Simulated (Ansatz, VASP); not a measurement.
GaN: VASP beside Ansatz

```xyz
4
Lattice="3.1518 0.0000 0.0000 -1.5759 2.7296 0.0000 0.0000 0.0000 5.1384" Properties=species:S:1:pos:R:3 pbc="T T T"
Ga    0.0000    1.8197   -0.0036
Ga    1.5759    0.9099    2.5656
N     0.0000    1.8197    1.9305
N     1.5759    0.9099    4.4997
```

Alike in both runs: functional LDA; k mesh 16 × 16 × 8; occupations fermi-dirac, width 0.1 eV; no spin polarisation.

Ansatz relaxed the structure, and its values are those at the end. VASP's run is a single point on that final structure, the one shown.

```csv
,VASP,Ansatz
version,VASP 6.6.1,Ansatz 0.2.0
potentials or method,"VASP PAW LDA potentials, release 64 (Ga_d, N)","PAW with Ansatz's default frozen-core files, scalar-relativistic"
plane-wave cutoff (eV),520,420
valence electrons in the cell,36,36
```

```tsv
	VASP	Ansatz	Ansatz less VASP
pressure (GPa)	1.1	0.0	-1.12
```

LDA's correlation is that of Perdew and Zunger in VASP and of Perdew and Wang (1992) in Ansatz.
